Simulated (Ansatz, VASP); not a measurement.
**One calculation of Co, two programs**

```
CELL_PARAMETERS angstrom
0.00000 2.44622 2.44622
2.44622 0.00000 2.44622
2.44622 2.44622 0.00000
ATOMIC_POSITIONS crystal
Co 0.12500 0.12500 0.12500
Co 0.87500 0.87500 0.87500
```

Alike in both runs: task single point; functional revPBE; k mesh 12 × 12 × 12; occupations fermi-dirac, width 0.1 eV; no spin polarisation.

|  | VASP | Ansatz |
| --- | --- | --- |
| version | VASP 6.6.1 | Ansatz 0.2.0 |
| potentials or method | VASP PAW PBE potentials, release 64 (Co_sv), cutoff 690 eV | plane waves (420 eV) with PAW, scalar-relativistic |
| valence electrons in the cell | 34 | 34 |

Ansatz gave:

* pressure (GPa): 5.4

Q: Which values does VASP return?

A: Pressure (GPa): 4.5.

VASP's potentials were made for PBE, not for revPBE. The functional is the same, so the differences come from potentials, cutoffs and numerics.
